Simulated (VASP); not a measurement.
Runs of VASP 6.6.1 on KCl. The structure is that of space group P6_3/mmc (No. 194), or close to it. The cells are those of the table. 

```tsv
level	cell	gap on the mesh (eV)	pressure (GPa)
PBE	a = 5.445, b = 5.445, c = 6.384 Å, angles 90.0, 90.0, 120.0°, 4 atoms	4.65	-0.3
PBE	a = 5.498, b = 5.498, c = 6.445 Å, angles 90.0, 90.0, 120.0°, 4 atoms	(a)	(b)
r2SCAN	a = 5.344, b = 5.344, c = 6.239 Å, angles 90.0, 90.0, 120.0°, 4 atoms	5.36	0.0
r2SCAN	a = 5.290, b = 5.290, c = 6.176 Å, angles 90.0, 90.0, 120.0°, 4 atoms	(c)	0.5
PBE	a = 5.282, b = 5.282, c = 6.192 Å, angles 90.0, 90.0, 120.0°, 4 atoms	4.83	1.0
```

Alike in all rows: task single point; potentials or basis VASP PAW PBE potentials, release 64 (K_sv, Cl); no spin polarisation; k mesh 6 × 6 × 4; cutoff (eV) 520; smearing gaussian 0.01 eV.

Problem. Fill in the values left out.

Solution. (a) 4.59; (b) -0.6; (c) 5.40.

Caveats: the PAW data sets were made with another functional, which shifts forces and pressure a little (at least some runs).

A k mesh can miss the band edges.
